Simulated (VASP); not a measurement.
# Cu (Fm-3m) in VASP: a series of runs

Aim: see how the results for Cu move with the level of theory and the settings. Levels: PBEsol, r2SCAN+rVV10. Tasks: single point.

Everything below comes from runs of VASP 6.6.1. Logs are shortened: lines on timing, memory, paths and dates and some standing lists are left out, and cuts for length are marked.

## (1) The cell of the first run

It takes space group Fm-3m (No. 225, cubic). The conventional cell has a = 3.663 Å, b = 3.663 Å, c = 3.663 Å, α = 90.00°, β = 90.00°, γ = 90.00°. Cu (site symmetry m-3m) has 12 Cu at 2.59 Å within 3.4 Å.

## (2) Single point, PBEsol (volume scaled by 1.04)

INCAR

```
SYSTEM = Cu
PREC = Accurate ; ENCUT = 520
EDIFF = 1E-6 ; ISMEAR = -1
SIGMA = 0.05 ; LREAL = .False.
LASPH = .True. ; NELM = 60
ALGO = Normal ; ISIF = 2
LWAVE = .False. ; LCHARG = .False.
GGA = PS ; NBANDS = 12
```

KPOINTS

```
regular mesh
0
Gamma
  13 13 13
  0 0 0
```

POSCAR

```
Cu
1.0
    0.0000000000      1.8312856224      1.8312856224
    1.8312856224      0.0000000000      1.8312856224
    1.8312856224      1.8312856224      0.0000000000
Cu
1
Direct
    0.0000000000      0.0000000000      0.0000000000
```

Potentials or basis: VASP PAW PBE potentials, release 64 (Cu).

Started as:

```bash
$ cat potpaw_PBE.64/Cu/POTCAR > POTCAR
$ mpirun -np 1 vasp_std > vasp.out
```

OUTCAR:

```text
SYSTEM = Cu
   PREC = Accurate
   ENCUT = 520
   EDIFF = 1E-6
   ISMEAR = -1
   LREAL = .False.
   LASPH = .True.
   NELM = 60
   ISIF = 2
   GGA = PS

 ion  position               nearest neighbor table
   1  0.000  0.000  0.000-

  LATTYP: Found a face centered cubic cell.
 ALAT       =     3.6625712448

  Lattice vectors:

 A1 = (   0.0000000000,   1.8312856224,   1.8312856224)
 A2 = (   1.8312856224,   0.0000000000,   1.8312856224)
 A3 = (   1.8312856224,   1.8312856224,   0.0000000000)

Analysis of symmetry for initial positions (statically):
=====================================================================
 Subroutine PRICEL returns:
 Original cell was already a primitive cell.

 Routine SETGRP: Setting up the symmetry group for a
 face centered cubic supercell.

 Subroutine GETGRP returns: Found 48 space group operations
[... 9 lines left out ...]

 Routine SETGRP: Setting up the symmetry group for a
 face centered cubic supercell.

 Subroutine GETGRP returns: Found 48 space group operations
[... 11 lines left out ...]
                                     Primitive cell

  volume of cell :      12.2828

  direct lattice vectors                    reciprocal lattice vectors
     0.000000000  1.831285622  1.831285622    -0.273032232  0.273032232  0.273032232
     1.831285622  0.000000000  1.831285622     0.273032232 -0.273032232  0.273032232
     1.831285622  1.831285622  0.000000000     0.273032232  0.273032232 -0.273032232

  length of vectors
     2.589828964  2.589828964  2.589828964     0.472905697  0.472905697  0.472905697

  position of ions in fractional coordinates (direct lattice)
     0.000000000  0.000000000  0.000000000

  ion indices of the primitive-cell ions
   primitive index   ion index
                 1           1

----------------------------------------------------------------------------------------

 KPOINTS: regular mesh

Automatic generation of k-mesh.
 Grid dimensions read from file:
 generate k-points for:   13   13   13

 Generating k-lattice:

  Cartesian coordinates                     Fractional coordinates (reciprocal lattice)
    -0.021002479  0.021002479  0.021002479     0.076923077  0.000000000  0.000000000
     0.021002479 -0.021002479  0.021002479     0.000000000  0.076923077  0.000000000
     0.021002479  0.021002479 -0.021002479     0.000000000  0.000000000  0.076923077

  Length of vectors
     0.036377361  0.036377361  0.036377361

  Shift w.r.t. Gamma in fractional coordinates (k-lattice)
     0.000000000  0.000000000  0.000000000

 Subroutine IBZKPT returns following result:
 ===========================================

 Found     84 irreducible k-points:

 Following reciprocal coordinates:
            Coordinates               Weight
  0.000000  0.000000  0.000000      1.000000
  0.076923  0.000000  0.000000      8.000000
  0.153846  0.000000  0.000000      8.000000
  0.230769  0.000000  0.000000      8.000000
  0.307692  0.000000  0.000000      8.000000
  0.384615  0.000000  0.000000      8.000000
[... 16 lines left out ...]
  0.384615  0.153846  0.000000     24.000000
  0.461538  0.153846  0.000000     24.000000
 [... further k-points ...]
   k-points           NKPTS =     84   k-points in BZ     NKDIM =     84   number of bands    NBANDS=     12
   number of dos      NEDOS =    301   number of ions     NIONS =      1
   total plane-waves  NPLWV =   8000
   dimension x,y,z NGX =    20 NGY =   20 NGZ =   20
   dimension x,y,z NGXF=    40 NGYF=   40 NGZF=   40
   ions per type =               1
   NGX,Y,Z   is equivalent  to a cutoff of  12.84, 12.84, 12.84 a.u.
   NGXF,Y,Z  is equivalent  to a cutoff of  25.68, 25.68, 25.68 a.u.
 SYSTEM =  Cu
   PREC   = accura    normal or accurate (medium, high low for compatibility)
   ISTART =      0    job   : 0-new  1-cont  2-samecut
   ICHARG =      2    charge: 1-file 2-atom 10-const
   ISPIN  =      1    spin polarized calculation?
   LNONCOLLINEAR =      F non collinear calculations
   LSORBIT =      F    spin-orbit coupling
   LASPH  =      T    aspherical Exc in radial PAW
   ENCUT  =  520.0 eV  38.22 Ry    6.18 a.u.   4.82  4.82  4.82*2*pi/ulx,y,z
   NELM   =     60;   NELMIN=  2; NELMDL= -5     # of ELM steps
   EDIFF  = 0.1E-05   stopping-criterion for ELM
   LREAL  =      F    real-space projection
   EDIFFG = 0.1E-04   stopping-criterion for IOM
   NSW    =      0    number of steps for IOM
   IBRION =     -1    ionic relax: 0-MD 1-quasi-New 2-CG
   NFREE  =      0    steps in history (QN), initial steepest desc. (CG)
   ISIF   =      2    stress and relaxation
   ISYM   =      2    0-nonsym 1-usesym 2-fastsym
   POTIM  = 0.5000    time-step for ionic-motion
   TEBEG  =    0.0;   TEEND  =   0.0 temperature during run
   PSTRESS=    0.0 pullay stress
   NELECT =      11.0000    total number of electrons
   NUPDOWN=      -1.0000    fix difference up-down
   EMIN   =  10.00;   EMAX   =-10.00  energy-range for DOS
   EFERMI =   0.00;   METHOD = LEGACY
   ISMEAR =    -1;   SIGMA  =   0.05  broadening in eV -4-tet -1-fermi 0-gaus
   EFERMI_NEDOS =   21; number of points for ismear=-14 and -15
   IALGO  =     38    algorithm
   IMIX   =      4    mixing-type and parameters
     AMIX     =   0.40;   BMIX     =  1.00
     AMIX_MAG =   1.60;   BMIX_MAG =  1.00
  volume/ion in A,a.u.               =      12.28        82.89
  Fermi-wavevector in a.u.,A,eV,Ry     =   1.577997  2.981983 33.879542  2.490076
  Thomas-Fermi vector in A             =   2.678595
   LORBIT       =      0    0 simple, 1 ext, 2 COOP (PROOUT), +10 PAW based schemes
   GGA     = PS    functional components
   LHFCALC =     F    Hartree Fock is set to
   AEXX    =    0.0000 exact exchange contribution
   IVDW    =     0    specifies the selected vdW correction
   LEPSILON=     F    determine dielectric tensor
   LRPA    =     F    only Hartree local field effects (RPA)
 non-spin polarized calculation
  energy-cutoff  :      520.00
  volume of cell :       12.28
 maximum number of plane-waves:       338
   NGX =  9   NGY =  9   NGZ =  9

 number of electron      10.9999989 magnetization

 Free energy of the ion-electron system (eV)
  ---------------------------------------------------
  ext. energy  EPLUGINS =         0.00000000
  ---------------------------------------------------
  free energy    TOTEN  =        -4.27809085 eV

  energy without entropy =       -4.27534675  energy(sigma->0) =       -4.27671880

 E-fermi :   7.0783     XC(G=0): -12.6811

 val. band max:        6.8892172166   @ k =   0.4615   0.2308   0.0000
 cond. band min:       7.0915592841   @ k =   0.4615   0.3077   0.0000
 fundamental gap:      0.2023420675
 Fermi energy:         7.0782831372

 k-point     1 :       0.0000    0.0000    0.0000
  band No.  band energies     occupation
      1      -2.1675      2.00000
      2       4.0110      2.00000
      3       4.0110      2.00000
      4       4.0110      2.00000
      5       4.7934      2.00000
      6       4.7934      2.00000
      7      29.1933      0.00000
      8      31.5051      0.00000
      9      31.5051      0.00000
     10      31.5051      0.00000
     11      33.9581      0.00000
     12      33.9581      0.00000

 k-point     2 :       0.0769    0.0000    0.0000
  band No.  band energies     occupation
      1      -1.9583      2.00000
      2       3.9688      2.00000
      3       4.0487      2.00000
      4       4.0487      2.00000
      5       4.7792      2.00000
      6       4.7792      2.00000
      7      27.6347      0.00000
      8      29.9689      0.00000
      9      30.8936      0.00000
     10      30.8936      0.00000
     11      34.8722      0.00000
     12      34.8722      0.00000

 k-point     3 :       0.1538    0.0000    0.0000
  band No.  band energies     occupation
      1      -1.3442      2.00000
      2       3.8659      2.00000
      3       4.1305      2.00000
      4       4.1305      2.00000
      5       4.7659      2.00000
      6       4.7659      2.00000
      7      23.7910      0.00000
      8      29.6056      0.00000
      9      29.9815      0.00000
     10      29.9815      0.00000
     11      35.8848      0.00000
     12      36.3443      0.00000

 k-point     4 :       0.2308    0.0000    0.0000
  band No.  band energies     occupation
      1      -0.3796      2.00000
      2       3.7774      2.00000
      3       4.1665      2.00000
      4       4.1665      2.00000
      5       4.8347      2.00000
      6       4.8347      2.00000
      7      19.9380      0.00000
      8      29.1660      0.00000
      9      29.2478      0.00000
     10      29.2478      0.00000
     11      35.1862      0.00000
     12      35.1862      0.00000

 k-point     5 :       0.3077    0.0000    0.0000
  band No.  band energies     occupation
      1       0.7713      2.00000
      2       3.8769      2.00000
      3       4.1162      2.00000
      4       4.1162      2.00000
      5       5.0079      2.00000
      6       5.0079      2.00000
      7      16.3614      0.00000
      8      28.5799      0.00000
      9      28.7468      0.00000
     10      28.7468      0.00000
     11      33.4625      0.00000
     12      33.4625      0.00000
[... 228 lines left out ...]
      1      -0.3650      2.00000
      2       3.5783      2.00000
      3       4.2768      2.00000
      4       4.3701      2.00000
      5       4.5827      2.00000
      6       4.9719      2.00000
      7      23.0154      0.00000
      8      25.4568      0.00000
      9      26.9721      0.00000
     10      28.6647      0.00000
     11      30.9373      0.00000
     12      38.5913      0.00000

 k-point    22 :       0.3077    0.1538    0.0000
  band No.  band energies     occupation
      1       0.6309      2.00000
      2       3.4800      2.00000
      3       4.1140      2.00000
      4       4.3964      2.00000
      5       4.9315      2.00000
      6       5.1036      2.00000
      7      19.2759      0.00000
      8      24.7240      0.00000
      9      26.1728      0.00000
     10      27.5471      0.00000
     11      32.7720      0.00000
     12      37.8625      0.00000

 k-point    23 :       0.3846    0.1538    0.0000
  band No.  band energies     occupation
      1       1.6677      2.00000
      2       3.5223      2.00000
      3       3.9665      2.00000
      4       4.3458      2.00000
      5       5.2567      2.00000
      6       5.5330      2.00000
      7      15.8116      0.00000
      8      24.4292      0.00000
      9      24.7626      0.00000
     10      26.9381      0.00000
     11      35.5803      0.00000
     12      37.1796      0.00000

 k-point    24 :       0.4615    0.1538    0.0000
  band No.  band energies     occupation
      1       2.2858      2.00000
      2       3.6844      2.00000
      3       4.0221      2.00000
      4       4.2756      2.00000
      5       5.3432      2.00000
      6       6.5863      1.99989
      7      12.7736      0.00000
      8      23.3620      0.00000
      9      24.6062      0.00000
     10      26.8264      0.00000
     11      36.3315      0.00000
     12      36.5118      0.00000

 [... further k-points ...]
[... 5 lines left out ...]
  --------------------------------------------------------------------------------------
  -------------------------------------------------------------------------------------
  Total       -0.8190659     -0.8190659     -0.8190659     -0.0000000     -0.0000000      0.0000000
  in kB     -106.8393326   -106.8393326   -106.8393326     -0.0000000     -0.0000000      0.0000000
  external PRESSURE =    -106.8393326 kB  Pullay stress =       0.0000000 kB

 VOLUME and BASIS-vectors are now :
 -----------------------------------------------------------------------------
  energy-cutoff  :      520.00
  volume of cell :       12.28
      direct lattice vectors                 reciprocal lattice vectors
     0.000000000  1.831285622  1.831285622    -0.273032232  0.273032232  0.273032232
     1.831285622  0.000000000  1.831285622     0.273032232 -0.273032232  0.273032232
     1.831285622  1.831285622  0.000000000     0.273032232  0.273032232 -0.273032232

 POSITION                                       TOTAL-FORCE (eV/Angst)
 -----------------------------------------------------------------------------------
      0.00000      0.00000      0.00000         0.000000      0.000000      0.000000
 -----------------------------------------------------------------------------------
    total drift:                                0.000000      0.000000      0.000000

  FREE ENERGIE OF THE ION-ELECTRON SYSTEM (eV)
  ---------------------------------------------------
  free  energy   TOTEN  =        -4.2780908507 eV

  energy  without entropy=       -4.2753467467  energy(sigma->0) =       -4.27671880
```

Run time: 7.4 s. Hardware: 1 thread of Intel Xeon 6975P-C, shared host; peak memory 0.13 GiB.

What came out:

```
Free energy : -4.2781 eV
Pressure    : -10.7 GPa
```

Caveat: the cell differs from its parent crystal (volume scaled by 1.04); the PAW data sets were made with another functional, which shifts forces and pressure a little.

## (3) Single point, r2SCAN+rVV10

This run uses another cell than the first one, of 11.10 Å³/atom, 0.904 times its volume.

POSCAR

```
Cu
1.0
    0.0000000000      1.7706018915      1.7706018915
    1.7706018915      0.0000000000      1.7706018915
    1.7706018915      1.7706018915      0.0000000000
Cu
1
Direct
    0.0000000000      0.0000000000      0.0000000000
```

INCAR.step1

```
PREC     = Accurate       # precision mode
ENCUT    = 520            # plane-wave cutoff, eV
ISMEAR   = -1             # smearing method
SIGMA    = 0.05           # smearing width, eV
LREAL    = False          # projectors in reciprocal space
LASPH    = True           # aspherical terms in the spheres
NELM     = 60             # most SCF steps
NBANDS   = 12             # bands
GGA      = PE             # functional
ALGO     = Normal         # electronic algorithm
EDIFF    = 1E-4           # SCF threshold, eV
LWAVE    = True           # write WAVECAR
LCHARG   = False          # write CHGCAR
```

INCAR.step2

```
PREC     = Accurate       # precision mode
ENCUT    = 520            # plane-wave cutoff, eV
EDIFF    = 1E-7           # SCF threshold, eV
ISMEAR   = -1             # smearing method
SIGMA    = 0.05           # smearing width, eV
LREAL    = False          # projectors in reciprocal space
LASPH    = True           # aspherical terms in the spheres
NELM     = 60             # most SCF steps
ALGO     = Normal         # electronic algorithm
ISIF     = 2              # what is computed and relaxed
LWAVE    = False          # write WAVECAR
LCHARG   = False          # write CHGCAR
METAGGA  = R2SCAN         # meta-GGA
LMIXTAU  = True         
LUSE_VDW = True         
IVDW_NL  = 2            
BPARAM   = 11.95        
CPARAM   = 0.0093       
NBANDS   = 12             # bands
ISTART   = 1
```

KPOINTS

```
Automatic mesh
0
Gamma
  13 13 13
```

Potentials or basis: VASP PAW PBE potentials, release 64 (Cu).

Started as:

```bash
$ cat potpaw_PBE.64/Cu/POTCAR > POTCAR
$ cp INCAR.step1 INCAR
$ mpirun -np 1 vasp_std > vasp.out
$ cp INCAR.step2 INCAR
$ mpirun -np 1 vasp_std > vasp.out
```

Run time: 1.8 min. Hardware: 1 thread of AMD EPYC 7R13, shared host; peak memory 0.15 GiB.

The run converged. Its results:

```yaml
Free_energy: -10.5359 eV
Pressure: 4.0 GPa
```

Levels at points of the mesh, in eV from the Fermi level:
```
           k point  band 2  band 3  band 4  band 5  band 6  band 7  band 8  band 9  band 10  band 11
(0.00, 0.00, 0.00)   -3.53   -3.53   -3.53   -2.63   -2.63   23.69   27.22   27.22    27.22    29.67
```

Caveat: the PAW data sets were made with another functional, which shifts forces and pressure a little.

## (4) Single point, r2SCAN+rVV10

This run uses another cell than the first one, of 11.34 Å³/atom, 0.923 times its volume.

POSCAR

```
Cu
1.0
    0.0000000000      1.7830713297      1.7830713297
    1.7830713297      0.0000000000      1.7830713297
    1.7830713297      1.7830713297      0.0000000000
Cu
1
Direct
    0.0000000000      0.0000000000      0.0000000000
```

INCAR.step1 is that of step 3.

INCAR.step2 is that of step 3.

KPOINTS is that of step 3.

Started as:

```bash
$ cat potpaw_PBE.64/Cu/POTCAR > POTCAR
$ cp INCAR.step1 INCAR
$ mpirun -np 1 vasp_std > vasp.out
$ cp INCAR.step2 INCAR
$ mpirun -np 1 vasp_std > vasp.out
```

Run time: 79 s. Hardware: 1 thread of AMD EPYC 7R13, shared host; peak memory 0.15 GiB.

The run converged. Its results:

```
Free energy : -10.5392 eV
Pressure    : 0.1 GPa
```

Levels at points of the mesh, in eV from the Fermi level:
```tsv
k point	band 2	band 3	band 4	band 5	band 6	band 7	band 8	band 9	band 10	band 11
(0.00, 0.00, 0.00)	-3.45	-3.45	-3.45	-2.58	-2.58	23.52	26.88	26.88	26.88	29.31
```

Caveat: the PAW data sets were made with another functional, which shifts forces and pressure a little.

[end of part 1 of 2]
